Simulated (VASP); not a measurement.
A run of VASP 6.6.1 is set up as follows.

The input INCAR:

```
SYSTEM = Mg
ALGO = Normal
EDIFF = 1E-6
ENCUT = 600
GGA = PE
GGA_COMPAT = .FALSE.
ISIF = 2
ISMEAR = 1
LASPH = .TRUE.
LCHARG = .FALSE.
LREAL = .FALSE.
LWAVE = .FALSE.
NBANDS = 7
NELM = 120
PREC = Accurate
SIGMA = 0.1
```

File KPOINTS:

```
k-points
0
G
  12 12 12
  0 0 0
```

POSCAR

```
Mg
1.0
    3.0937522625      0.0000000000      0.0000000000
   -1.5468761312      2.6792680523      0.0000000000
    0.0000000000      0.0000000000      3.0928178866
Mg
1
Direct
    0.0000000000      0.0000000000      0.5000000000
```

Potentials or basis: VASP PAW PBE potentials, release 64 (Mg).

Command:

```sh
$ cat potpaw_PBE.64/Mg/POTCAR > POTCAR
$ mpirun -np 1 vasp_std > vasp.out
```

Problem. Predict the band gap on the k mesh.

Solution. Zero (bands 1 and 2 overlap by 5.20 eV).

Problem. What does it give for the pressure?

Solution. -0.1 GPa.

Stress tensor (GPa, compression positive):
```
-0.14  0.00  0.00
 0.00 -0.14  0.00
 0.00  0.00  0.06
```
